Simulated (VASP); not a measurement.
**Si (a cell with a defect): single point with PBE+D3(BJ)**

Si (a cell with a defect):

```
Si
1.0
    10.86000    0.00000    0.00000
     0.00000   10.86000    0.00000
     0.00000    0.00000   10.86000
Si
63
Direct
  0.50103 0.99189 0.00621
  0.62444 0.12402 0.12650
  0.75087 0.24934 0.99829
  0.87230 0.37743 0.12650
  0.75044 0.00050 0.25045
  0.87527 0.12601 0.37592
  0.00213 0.99844 0.00205
  0.12891 0.12119 0.12705
  0.25136 0.24809 0.00179
  0.37515 0.37505 0.12533
  0.50074 0.49856 0.99928
  0.61500 0.63490 0.12215
  0.75146 0.74921 0.99928
  0.87484 0.87481 0.12540
  0.25675 0.99386 0.25115
  0.37470 0.12593 0.37630
  0.49971 0.24998 0.25016
  0.62390 0.37705 0.37403
  0.74395 0.50618 0.24865
  0.87305 0.62644 0.37381
  0.49952 0.00024 0.49966
  0.62574 0.12522 0.62422
  0.74996 0.25169 0.49912
  0.87473 0.37524 0.62543
  0.75002 0.00186 0.75075
  0.87725 0.12401 0.87629
  0.00051 0.49918 0.99846
  0.12607 0.62557 0.12628
  0.25908 0.74893 0.00657
  0.47182 0.77792 0.21794
  0.00089 0.24946 0.24963
  0.12400 0.37514 0.37601
  0.24961 0.49972 0.25031
  0.37318 0.63540 0.36486
  0.61407 0.87698 0.36444
  0.99949 0.00094 0.50089
  0.12548 0.12444 0.62636
  0.24891 0.25059 0.50083
  0.37425 0.37736 0.62463
  0.49879 0.50517 0.49423
  0.62433 0.62582 0.62230
  0.74453 0.75144 0.49378
  0.87232 0.87541 0.62456
  0.25103 0.99900 0.75159
  0.37564 0.12036 0.88008
  0.50128 0.24861 0.75014
  0.62590 0.37437 0.87441
  0.74970 0.50062 0.74838
  0.87593 0.62438 0.87434
  0.00039 0.75055 0.24998
  0.12449 0.87543 0.37605
  0.99819 0.50035 0.49915
  0.12473 0.62446 0.62413
  0.24989 0.75057 0.49952
  0.37501 0.87503 0.62522
  0.00051 0.24964 0.74984
  0.12581 0.37307 0.87622
  0.24814 0.50006 0.75052
  0.37682 0.62468 0.87542
  0.50050 0.74958 0.74885
  0.62507 0.87309 0.87577
  0.00183 0.74923 0.75024
  0.13017 0.87426 0.88052
```

```
Program             : VASP 6.6.1
Task                : single point
Functional          : PBE
Dispersion          : D3(BJ)
Potentials or basis : VASP PAW PBE potentials, release 64 (Si)
Cutoff              : 520 eV
k mesh              : 1 × 1 × 1
Occupations         : gaussian, width 0.02 eV
Spin                : collinear spin
```

| Item | Value |
| --- | --- |
| Largest force | 0.478 eV/Å |
| Net moment | 1.00 μB per cell |
| Site moments | Si +0.02, -0.00, +0.00, +0.16, +0.01, +0.03 (each value once) μB |
| Valence electrons inside the program's atomic spheres | Si 1.62, 1.69, 1.68, 1.67, 1.70, 1.64, 1.56, 1.66 (each value once) |
| Dispersion energy per atom | -0.317 eV |

Forces on the atoms (eV/Å):
```
Si  -0.024  0.027 -0.043
Si  -0.016 -0.014  0.009
Si  -0.005  0.000 -0.011
Si  -0.006  0.013  0.006
Si  -0.013 -0.004  0.002
Si  -0.006 -0.003  0.004
Si  -0.010  0.001 -0.004
Si  -0.029  0.031  0.001
Si   0.000  0.014 -0.001
Si  -0.006  0.008 -0.003
Si   0.003 -0.001 -0.004
Si   0.017 -0.014  0.015
Si  -0.002  0.000  0.002
Si  -0.004  0.007 -0.006
Si  -0.064  0.067 -0.029
Si   0.001 -0.002  0.001
Si  -0.012  0.000 -0.001
Si  -0.005 -0.006  0.002
Si  -0.002  0.004  0.001
Si   0.006  0.001  0.005
Si  -0.009 -0.008 -0.020
Si  -0.006 -0.009 -0.016
Si  -0.002  0.004 -0.006
Si   0.003  0.001  0.004
Si  -0.012  0.012  0.002
Si  -0.005 -0.001  0.004
Si   0.004  0.008 -0.012
Si   0.010  0.010  0.009
Si  -0.011  0.031 -0.029
Si   0.283 -0.305  0.235
Si  -0.017  0.012 -0.009
Si   0.001  0.002  0.001
Si  -0.003  0.006  0.010
Si   0.014  0.007 -0.004
Si   0.006 -0.006  0.006
Si   0.000  0.008 -0.012
Si  -0.001  0.000 -0.006
Si  -0.009  0.003 -0.008
Si   0.007  0.013  0.002
Si  -0.006  0.004 -0.009
Si  -0.002 -0.001 -0.004
Si   0.001 -0.001 -0.006
Si  -0.006  0.006  0.004
Si  -0.005  0.004 -0.016
Si  -0.011  0.011 -0.007
Si  -0.009  0.011 -0.015
Si  -0.003 -0.003  0.004
Si  -0.005  0.005 -0.003
Si   0.000  0.001  0.005
Si   0.001  0.008 -0.002
Si   0.002  0.000  0.001
Si  -0.002  0.000 -0.006
Si   0.009  0.008 -0.013
Si   0.007  0.004 -0.014
Si  -0.005  0.004 -0.003
Si  -0.003  0.002 -0.009
Si   0.002  0.001  0.004
Si  -0.013  0.014  0.006
Si   0.017  0.006  0.010
Si  -0.001 -0.001 -0.013
Si  -0.011 -0.014  0.013
Si  -0.016 -0.003 -0.013
Si  -0.014  0.020 -0.013
```

Levels at points of the mesh, in eV from the Fermi level:
Spin up:
```
           k point  band 123  band 124  band 125  band 126  band 127  band 128  band 129  band 130
(0.00, 0.00, 0.00)     -0.84     -0.81     -0.74     -0.05      0.05      0.12      0.28      0.28
```
Spin down:
```csv
k point,band 122,band 123,band 124,band 125,band 126,band 127,band 128,band 129
"(0.00, 0.00, 0.00)",-1.52,-0.78,-0.75,-0.71,0.09,0.14,0.23,0.29
```

Run time: 2 min on 1 × NVIDIA H100 80GB with 1 thread of AMD EPYC 7R13 Processor (Zen 3) (shared host), peak memory 1.9 GiB.

Caveat: the k points lie up to 0.58 Å⁻¹ apart; the cell carries a net charge on a neutralising background, which shifts energy and pressure; the cell is charged against a uniform background, so pressure and absolute levels hang on convention.
